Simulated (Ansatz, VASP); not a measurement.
**Two plane-wave programs on Cu**

```xyz
4
Lattice="2.5239 0.0000 0.0000 -1.2619 2.1857 0.0000 0.0000 0.0000 8.2953" Properties=species:S:1:pos:R:3 pbc="T T T"
Cu    0.0000    0.0000    0.0000
Cu    0.0000    1.4572    2.0738
Cu    0.0000    0.0000    4.1477
Cu    1.2619    0.7286    6.2215
```

Alike in both runs: functional r2SCAN; k mesh 21 × 21 × 6; occupations gaussian, width 0.1 eV; no spin polarisation.

Ansatz relaxed the structure, and its values are those at the end. VASP's run is a single point on that final structure, the one shown.

|  | VASP | Ansatz |
| --- | --- | --- |
| version | VASP 6.6.1 | Ansatz 0.2.0 |
| potentials or method | VASP PAW PBE potentials, release 64 (Cu), cutoff 520 eV | scalar-relativistic, plane waves, PAW |
| valence electrons in the cell | 44 | 76 |

VASP gave:

```
gap on the k mesh at the Fermi level (eV) : none
pressure (GPa)                            : 0.8
```

Q: Estimate Ansatz's values.

A: gap on the k mesh at the Fermi level (eV): none; pressure (GPa): 0.0.

VASP's potentials were made for PBE, not for r2SCAN. A gap of «none» marks a metal or a gap that the smearing closes. VASP's potentials hold 44 valence electrons a cell and Ansatz's 76, so a difference there can come from the potentials and not from the codes.
